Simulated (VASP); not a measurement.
Wanted: the native input for a VASP 6.6.1 run.

```
Task                   : single point
Functional             : LDA
Potentials or basis    : VASP PAW LDA potentials, release 64 (Al, Ga_d, N)
Cutoff                 : 520 eV
k mesh                 : 6 × 6 × 6
Occupations            : gaussian, width 0.05 eV
Spin                   : no spin polarisation
Dipole correction      : no
Further INCAR settings : ALGO = Normal; EDIFF = 1e-06; NBANDS = 41
```

The structure of AlGa3N4 lies in POSCAR:

```
AlGa3N4
1.0
    4.3824846439     -0.1033646631     -0.1033646631
   -0.1033646631      4.3824846439     -0.1033646631
   -0.1033646631     -0.1033646631      4.3824846439
Al Ga N
1 3 4
Direct
    0.0000000000      0.0000000000      0.0000000000
    0.5000000000      0.5000000000      0.0000000000
    0.5000000000      0.0000000000      0.5000000000
    0.0000000000      0.5000000000      0.5000000000
    0.7548078379      0.7548078379      0.2451921621
    0.7548078379      0.2451921621      0.7548078379
    0.2451921621      0.7548078379      0.7548078379
    0.2451921621      0.2451921621      0.2451921621
```

The input as run:

INCAR

```
SYSTEM = AlGa3N4
PREC     = Accurate       ! precision mode
ENCUT    = 520            ! plane-wave cutoff, eV
EDIFF    = 1E-6           ! SCF threshold, eV
ISMEAR   = 0              ! smearing method
SIGMA    = 0.05           ! smearing width, eV
LREAL    = .False.        ! projectors in reciprocal space
LASPH    = .True.         ! aspherical terms in the spheres
NELM     = 100            ! most SCF steps
ALGO     = Normal         ! electronic algorithm
ISIF     = 2              ! what is computed and relaxed
LWAVE    = .False.        ! write WAVECAR
LCHARG   = .False.        ! write CHGCAR
NBANDS   = 41             ! bands
```

KPOINTS

```
Automatic mesh
0
Gamma
  6 6 6
  0 0 0
```

Potentials or basis: VASP PAW LDA potentials, release 64 (Al, Ga_d, N).

The run is started by

```bash
$ cat potpaw_LDA.64/Al/POTCAR potpaw_LDA.64/Ga_d/POTCAR potpaw_LDA.64/N/POTCAR > POTCAR
$ mpirun -np 1 vasp_std > vasp.out
```

It gave:

The pressure is 9.8 GPa. The largest force is 1.269 eV/Å and the band gap on the k mesh is 2.50 eV.

Caveat: the cell stands under pressure; forces of over 1 eV/Å act on the atoms, so gaps and moduli don't describe the material at rest.

Wall time 45 s on 1 thread of Intel(R) Xeon(R) 6975P-C (Granite Rapids), on a shared host, peak memory 0.22 GiB.
